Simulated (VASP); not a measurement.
# P: relaxation of cell and atoms with PBE

The system is P.

```
CELL_PARAMETERS angstrom
1.74178 1.00562 3.11411
-1.74178 1.00562 3.11411
0.00000 -2.01124 3.11411
ATOMIC_POSITIONS crystal
P 0.77225 0.77225 0.77225
P 0.22775 0.22775 0.22775
```

```yaml
Program: VASP 6.6.1
Task: relaxation of cell and atoms
Functional: PBE
Potentials_or_basis: VASP PAW PBE potentials, release 64 (P)
Cutoff: 600 eV
k_mesh: 21 × 21 × 21
Occupations: gaussian, width 0.1 eV
Spin: no spin polarisation
Dipole_correction: no
Further_INCAR_settings: ALGO = Normal; EDIFF = 1e-06; IBRION = 2; EDIFFG = -0.01; NSW = 100; ISIF = 3
```

```json
{"Relaxed volume": "16.12 Å³/atom", "Relaxed cell": "a = 3.675 Å, b = 3.675 Å, c = 3.675 Å, α = 56.46°, β = 56.46°, γ = 56.46°", "Space group after relaxing (to 0.05 Å)": "R-3m (No. 166)", "Energy gained by relaxing": "0.6 meV/atom", "Ionic steps": "7", "Pressure after relaxing": "0.0 GPa", "Largest force after relaxing": "0.004 eV/Å", "Band gap on the k mesh": "zero (band 5 reaches 9.46 eV, above the bottom of band 6 at 8.67 eV)"}
```

Forces in eV/Å, atoms in the order of the input:
```
P    0.000  0.000 -0.004
P    0.000  0.000  0.004
```

Step by step:
```
step  energy change (eV)  largest force (eV/Å)  pressure (GPa)  volume (Å³)
   1              0.0000                0.0635           -0.39        32.73
   2             -0.0006                0.0497           -0.08        32.54
   3             -0.0008                0.0401            0.17        32.39
   4             -0.0010                0.0184           -0.13        32.39
   5             -0.0010                0.0149           -0.11        32.39
   6             -0.0011                0.0084           -0.07        32.33
   7             -0.0012                0.0035            0.02        32.23
```

Final structure:
```
CELL_PARAMETERS angstrom
1.73844 1.00369 3.07892
-1.73844 1.00369 3.07892
0.00000 -2.00738 3.07892
ATOMIC_POSITIONS crystal
P 0.77105 0.77105 0.77105
P 0.22895 0.22895 0.22895
```

Levels at points of the mesh, in eV from the Fermi level:
```tsv
k point	band 2	band 3	band 4	band 5	band 6	band 7	band 8	band 9
(0.00, 0.00, 0.00)	-3.46	-3.00	-2.88	-2.88	1.52	2.77	2.77	5.64
```

It took 17 min on 1 thread of Oxide Virtual Turin-like Processor, with other jobs on the host, peak memory 0.36 GiB.
